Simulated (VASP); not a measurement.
# SmNbS3 (Pm-3m) in VASP: notebook, part 2 of 2

VASP 6.6.1. Earlier steps stand in the parts before.

### 4 Single point, PBE, collinear spin

This run uses another cell than the first one, of 28.61 Å³/atom.

INCAR reads:

```
SYSTEM = SmNbS3
PREC = Accurate
ENCUT = 500
EDIFF = 1E-6
ISMEAR = 0
SIGMA = 0.1
LREAL = .False.
LASPH = .True.
NELM = 200
ALGO = Normal
ISIF = 2
LWAVE = .False.
LCHARG = .False.
ISPIN = 2
MAGMOM = 0.01 3.07 -0.33 -0.33 -0.33
LORBIT = 11
LMAXMIX = 6
GGA = PE
NBANDS = 33
GGA_COMPAT = .False.
```

KPOINTS reads:

```
Automatic mesh
0
Gamma
  4 4 4
  0 0 0
```

POSCAR reads:

```
SmNbS3
1.0
    5.2297355619      0.0000000000      0.0000000000
    0.0000000000      5.2297355619      0.0000000000
    0.0000000000      0.0000000000      5.2297355619
Sm Nb S
1 1 3
Direct
    0.5000000000      0.5000000000      0.5000000000
    0.0000000000      0.0000000000      0.0000000000
    0.0000000000      0.5000000000      0.5000000000
    0.5000000000      0.0000000000      0.5000000000
    0.5000000000      0.5000000000      0.0000000000
```

Potentials or basis: VASP PAW PBE potentials, release 64 (Sm_3, Nb_sv, S), 4f in core.

Started as:

```console
> cat potpaw_PBE.64/Sm_3/POTCAR potpaw_PBE.64/Nb_sv/POTCAR potpaw_PBE.64/S/POTCAR > POTCAR
> mpirun -np 1 vasp_std > vasp.out
```

OUTCAR:

```text
SYSTEM = SmNbS3
   PREC = Accurate
   ENCUT = 500
   EDIFF = 1E-6
   ISMEAR = 0
   LREAL = .False.
   LASPH = .True.
   NELM = 200
   ISIF = 2
   ISPIN = 2
   LORBIT = 11
   GGA = PE

 ion  position               nearest neighbor table
   1  0.500  0.500  0.500-   3 2.61   4 2.61   5 2.61   5 2.61   4 2.61   3 2.61
   2  0.000  0.000  0.000-
   3  0.000  0.500  0.500-   1 2.61   1 2.61
   4  0.500  0.000  0.500-   1 2.61   1 2.61
   5  0.500  0.500  0.000-   1 2.61   1 2.61

  LATTYP: Found a simple cubic cell.
 ALAT       =     5.2297355619

  Lattice vectors:

 A1 = (   5.2297355619,   0.0000000000,   0.0000000000)
 A2 = (   0.0000000000,   5.2297355619,   0.0000000000)
 A3 = (   0.0000000000,   0.0000000000,   5.2297355619)

Analysis of symmetry for initial positions (statically):
[... 912 lines left out ...]

  FORCE on cell =-STRESS in cart. coord.  units (eV):
  Direction    XX          YY          ZZ          XY          YZ          ZX
  --------------------------------------------------------------------------------------
  -------------------------------------------------------------------------------------
  Total        0.4395020      0.4395020      0.4395020     -0.0000000      0.0000000     -0.0000000
  in kB        4.9230274      4.9230274      4.9230274     -0.0000000      0.0000000     -0.0000000
  external PRESSURE =       4.9230274 kB  Pullay stress =       0.0000000 kB

 VOLUME and BASIS-vectors are now :
 -----------------------------------------------------------------------------
  energy-cutoff  :      500.00
  volume of cell :      143.03
      direct lattice vectors                 reciprocal lattice vectors
     5.229735562  0.000000000  0.000000000     0.191214257  0.000000000  0.000000000
     0.000000000  5.229735562  0.000000000     0.000000000  0.191214257  0.000000000
     0.000000000  0.000000000  5.229735562     0.000000000  0.000000000  0.191214257

 POSITION                                       TOTAL-FORCE (eV/Angst)
 -----------------------------------------------------------------------------------
      2.61487      2.61487      2.61487         0.000000      0.000000      0.000000
      0.00000      0.00000      0.00000         0.000000      0.000000      0.000000
      0.00000      2.61487      2.61487         0.000000      0.000000      0.000000
      2.61487      0.00000      2.61487         0.000000      0.000000      0.000000
      2.61487      2.61487      0.00000         0.000000      0.000000      0.000000
 -----------------------------------------------------------------------------------
    total drift:                                0.000000      0.000000     -0.000000

  FREE ENERGIE OF THE ION-ELECTRON SYSTEM (eV)
  ---------------------------------------------------
  free  energy   TOTEN  =       -26.4745694703 eV

  energy  without entropy=      -26.4536095414  energy(sigma->0) =      -26.46408951

 total charge

# of ion       s       p       d       tot
------------------------------------------
    1        2.174   6.029   1.024   9.226
    2        2.048   5.883   2.482  10.413
    3        1.357   2.357   0.000   3.713
    4        1.357   2.357   0.000   3.713
    5        1.357   2.357   0.000   3.713
--------------------------------------------------
tot          8.291  18.981   3.506  30.778

 magnetization (x)

# of ion       s       p       d       tot
------------------------------------------
    1        0.002   0.000   0.017   0.020
    2        0.029   0.014   2.278   2.320
    3       -0.004  -0.248   0.000  -0.252
    4       -0.004  -0.248   0.000  -0.252
    5       -0.004  -0.248   0.000  -0.252
--------------------------------------------------
tot          0.020  -0.730   2.295   1.585
```

OSZICAR:

```text
N       E                     dE             d eps       ncg     rms          rms(c)
DAV:   1     0.336127189468E+03    0.33613E+03   -0.18939E+04  1320   0.110E+03
DAV:   2    -0.101886300945E+02   -0.34632E+03   -0.33531E+03  1772   0.323E+02
[... 13 lines left out ...]
DAV:  16    -0.264744689701E+02    0.17687E-03   -0.43373E-04  1838   0.811E-02    0.883E-02
DAV:  17    -0.264745456855E+02   -0.76715E-04   -0.70444E-04  1502   0.642E-02    0.340E-02
DAV:  18    -0.264745724077E+02   -0.26722E-04   -0.11659E-04  1716   0.350E-02    0.256E-02
DAV:  19    -0.264745714864E+02    0.92133E-06   -0.12358E-05  1584   0.141E-02    0.137E-02
DAV:  20    -0.264745697517E+02    0.17347E-05   -0.10615E-05  1385   0.896E-03    0.478E-03
DAV:  21    -0.264745694703E+02    0.28142E-06   -0.14482E-06   758   0.430E-03
   1 F= -.26474569E+02 E0= -.26464090E+02  d E =-.209599E-01  mag=     2.0005
```

stdout:

```text
POSCAR found type information on POSCAR SmNbS
 POSCAR found :  3 types and       5 ions
 scaLAPACK will be used
 LDA part: xc-table for (Slater+PW92), standard interpolation
 POSCAR, INCAR and KPOINTS ok, starting setup
 FFT: planning ... GRIDC
 FFT: planning ... GRID_SOFT
 FFT: planning ... GRID
 WAVECAR not read
 entering main loop
```

It took 98 s on 1 thread of Intel Xeon Platinum 8488C (Sapphire Rapids), shared host; peak memory 0.32 GiB.

Results:

| Quantity | Value |
| --- | --- |
| Free energy | -26.4746 eV |
| Pressure | 0.5 GPa |
| Band gap on the k mesh | zero (filled and empty bands overlap) |
| Net moment | 2.00 μB per cell |
| Site moments | Sm +0.02; Nb +2.32; S -0.25 μB |
| Valence electrons inside the program's atomic spheres | Sm 9.23; Nb 10.41; S 3.71 |

Caveat: the magnetic or orbital state may not be the lowest; spin-orbit coupling is left out, which moves the levels of the heavy elements; the 4f electrons are frozen in the core, so they carry no moment and show no levels.

### 5 Relaxation of cell and atoms, PBE, collinear spin

INCAR reads:

```
SYSTEM = SmNbS3
PREC     = Accurate       ! precision mode
ENCUT    = 500            ! plane-wave cutoff, eV
EDIFF    = 1E-7           ! SCF threshold, eV
ISMEAR   = 0              ! smearing method
SIGMA    = 0.1            ! smearing width, eV
LREAL    = .False.        ! projectors in reciprocal space
LASPH    = .True.         ! aspherical terms in the spheres
NELM     = 200            ! most SCF steps
ALGO     = Normal         ! electronic algorithm
ISIF     = 3              ! what is computed and relaxed
LWAVE    = .False.        ! write WAVECAR
LCHARG   = .False.        ! write CHGCAR
ISPIN    = 2              ! spin polarisation
MAGMOM   = 0.01 3.07 -0.33 -0.33 -0.33 ! initial moments
LORBIT   = 11             ! projections on sites
LMAXMIX  = 6              ! l up to which the mixer works
GGA      = PE             ! functional
IBRION   = 2              ! ionic algorithm
NSW      = 90             ! ionic steps
EDIFFG   = -0.04          ! ionic threshold
GGA_COMPAT= .False.      
NELMIN   = 4
```

KPOINTS is that of step 4.

Changes to POSCAR since step 4:

```diff
@@ -2,5 +2,5 @@
 1.0
-    5.2297355619      0.0000000000      0.0000000000
-    0.0000000000      5.2297355619      0.0000000000
-    0.0000000000      0.0000000000      5.2297355619
+    4.9484067900      0.0000000000      0.0000000000
+    0.0000000000      4.9484067900      0.0000000000
+    0.0000000000      0.0000000000      4.9484067900
 Sm Nb S
```

Potentials or basis: VASP PAW PBE potentials, release 64 (Sm_3, Nb_sv, S), 4f in core.

Started as:

```console
> cat potpaw_PBE.64/Sm_3/POTCAR potpaw_PBE.64/Nb_sv/POTCAR potpaw_PBE.64/S/POTCAR > POTCAR
> mpirun -np 1 vasp_std > vasp.out
```

OUTCAR:

```text
SYSTEM = SmNbS3
   PREC = Accurate
   ENCUT = 500
   EDIFF = 1E-7
   ISMEAR = 0
   LREAL = .False.
   LASPH = .True.
   NELM = 200
   ISIF = 3
   ISPIN = 2
   LORBIT = 11
   GGA = PE
   IBRION = 2
   NSW = 90
   EDIFFG = -0.04
   NELMIN = 4

 ion  position               nearest neighbor table
   1  0.500  0.500  0.500-   3 2.47   4 2.47   5 2.47   5 2.47   4 2.47   3 2.47
   2  0.000  0.000  0.000-
   3  0.000  0.500  0.500-   1 2.47   1 2.47
   4  0.500  0.000  0.500-   1 2.47   1 2.47
   5  0.500  0.500  0.000-   1 2.47   1 2.47

  LATTYP: Found a simple cubic cell.
 ALAT       =     4.9484067900

  Lattice vectors:

[... 859 lines left out ...]
  ---------------------------------------------------
  ext. energy  EPLUGINS =         0.00000000
  ---------------------------------------------------
  free energy    TOTEN  =       -26.46835107 eV

  energy without entropy =      -26.44743126  energy(sigma->0) =      -26.45789116

 E-fermi :   2.5365     XC(G=0):  -8.8786

 val. band max:        2.4878807931   @ k =   0.5000   0.2500   0.2500
 cond. band min:       2.5605814212   @ k =   0.5000   0.2500   0.0000
 fundamental gap:      0.0727006280
 Fermi energy:         2.5364576034

 spin component 1

 k-point     1 :       0.0000    0.0000    0.0000
  band No.  band energies     occupation
      1     -53.8238      1.00000
      2     -36.7207      1.00000
      3     -29.9516      1.00000
      4     -29.9516      1.00000
      5     -29.9516      1.00000
      6     -16.3952      1.00000
[... 604 lines left out ...]
  FREE ENERGIE OF THE ION-ELECTRON SYSTEM (eV)
  ---------------------------------------------------
  free  energy   TOTEN  =       -26.4683510696 eV

  energy  without entropy=      -26.4474312600  energy(sigma->0) =      -26.45789116

 reached required accuracy - stopping structural energy minimisation

 total charge

# of ion       s       p       d       tot
------------------------------------------
    1        2.171   6.025   1.010   9.207
    2        2.047   5.882   2.489  10.419
    3        1.356   2.354   0.000   3.710
    4        1.356   2.354   0.000   3.710
    5        1.356   2.354   0.000   3.710
--------------------------------------------------
tot          8.288  18.969   3.499  30.757

 magnetization (x)

# of ion       s       p       d       tot
------------------------------------------
    1        0.002   0.000   0.017   0.020
    2        0.029   0.014   2.289   2.332
    3       -0.004  -0.250   0.000  -0.254
    4       -0.004  -0.250   0.000  -0.254
    5       -0.004  -0.250   0.000  -0.254
--------------------------------------------------
tot          0.020  -0.736   2.307   1.591
```

OSZICAR:

```text
N       E                     dE             d eps       ncg     rms          rms(c)
DAV:   1     0.361036810611E+03    0.36104E+03   -0.20056E+04  1040   0.143E+03
DAV:   2    -0.653513280879E+01   -0.36757E+03   -0.36274E+03  1318   0.414E+02
DAV:   3    -0.320328622690E+02   -0.25498E+02   -0.25153E+02  1624   0.988E+01
[... 55 lines left out ...]
DAV:   8    -0.264682861558E+02   -0.10154E-02   -0.34994E-03  1596   0.351E-01    0.141E-01
DAV:   9    -0.264682682287E+02    0.17927E-04   -0.86333E-04  1624   0.125E-01    0.819E-02
DAV:  10    -0.264683391143E+02   -0.70886E-04   -0.96769E-05  1332   0.477E-02    0.435E-02
DAV:  11    -0.264683504103E+02   -0.11296E-04   -0.42303E-05  1532   0.355E-02    0.810E-03
DAV:  12    -0.264683510101E+02   -0.59986E-06   -0.41370E-06  1458   0.101E-02    0.251E-03
DAV:  13    -0.264683510696E+02   -0.59455E-07   -0.39332E-07  1174   0.393E-03
   3 F= -.26468351E+02 E0= -.26457891E+02  d E =-.767904E+00  mag=     2.0003
```

It took 3.7 min on 1 thread of Intel Xeon Platinum 8488C (Sapphire Rapids), shared host; peak memory 0.27 GiB.

Results:

- Free energy: -26.4684 eV
- Relaxed volume: 28.86 Å³/atom
- Relaxed cell: a = 5.245 Å, b = 5.245 Å, c = 5.245 Å, α = 90.00°, β = 90.00°, γ = 90.00°
- Space group after relaxing (to 0.1 Å): Pm-3m (No. 221)
- Energy gained by relaxing: 153.6 meV/atom
- Ionic steps: 3
- Pressure after relaxing: 0.0 GPa
- Band gap on the k mesh: zero (filled and empty bands overlap)
- Net moment: 2.00 μB per cell
- Site moments: Sm +0.02; Nb +2.33; S -0.25 μB
- Valence electrons inside the program's atomic spheres: Sm 9.21; Nb 10.42; S 3.71

Step by step:
| step | energy change (eV) | largest force (eV/Å) | pressure (GPa) | volume (Å³) |
| --- | --- | --- | --- | --- |
| 1 | 0.0000 | 0.0000 | 12.13 | 121.17 |
| 2 | -0.6345 | 0.0000 | -3.34 | 156.27 |
| 3 | -0.7679 | 0.0000 | 0.01 | 144.32 |

Final structure:
```yaml
crystal:
  lattice:
    - [5.24537, 0.00000, 0.00000]
    - [0.00000, 5.24537, 0.00000]
    - [0.00000, 0.00000, 5.24537]
  atoms:
    - { symbol: Sm, position: [0.50000, 0.50000, 0.50000] }
    - { symbol: Nb, position: [0.00000, 0.00000, 0.00000] }
    - { symbol: S, position: [0.00000, 0.50000, 0.50000] }
    - { symbol: S, position: [0.50000, 0.00000, 0.50000] }
    - { symbol: S, position: [0.50000, 0.50000, 0.00000] }
```

Caveat: the magnetic or orbital state may not be the lowest; the volume moved by over 15 % at a fixed basis, so the end points are rough; spin-orbit coupling is left out, which moves the levels of the heavy elements; the 4f electrons are frozen in the core, so they carry no moment and show no levels. With open d or f shells a metallic result of PBE can be an artefact of self-interaction; +U or a hybrid may open a gap.

### 6 Summary

| task | spin | cell | gap on the mesh (eV) | pressure (GPa) | moment (μB) |
| --- | --- | --- | --- | --- | --- |
| single point | off | a = 4.948 Å, 5 atoms | none | 10.7 | - |
| single point | collinear | a = 4.948 Å, 5 atoms | none | 12.1 | 2.04 |
| single point | collinear | a = 5.230 Å, 5 atoms | none | 0.5 | 2.00 |
| relaxation of cell and atoms | collinear | relaxed from a = 4.948 Å, 5 atoms | none | 0.0 | 2.00 |

Alike in all rows: level PBE; potentials or basis VASP PAW PBE potentials, release 64 (Sm_3, Nb_sv, S), 4f in core; k mesh 4 × 4 × 4; cutoff (eV) 500; smearing gaussian 0.1 eV.

Caveats: spin-orbit coupling is left out, which moves the levels of the heavy elements; the 4f electrons are frozen in the core, so they carry no moment and show no levels; the magnetic or orbital state may not be the lowest (at least some runs); the cell stands under pressure (at least some runs); the volume moved by over 15 % at a fixed basis, so the end points are rough (at least some runs).

Absolute energies hang on the potentials; compare differences alone.
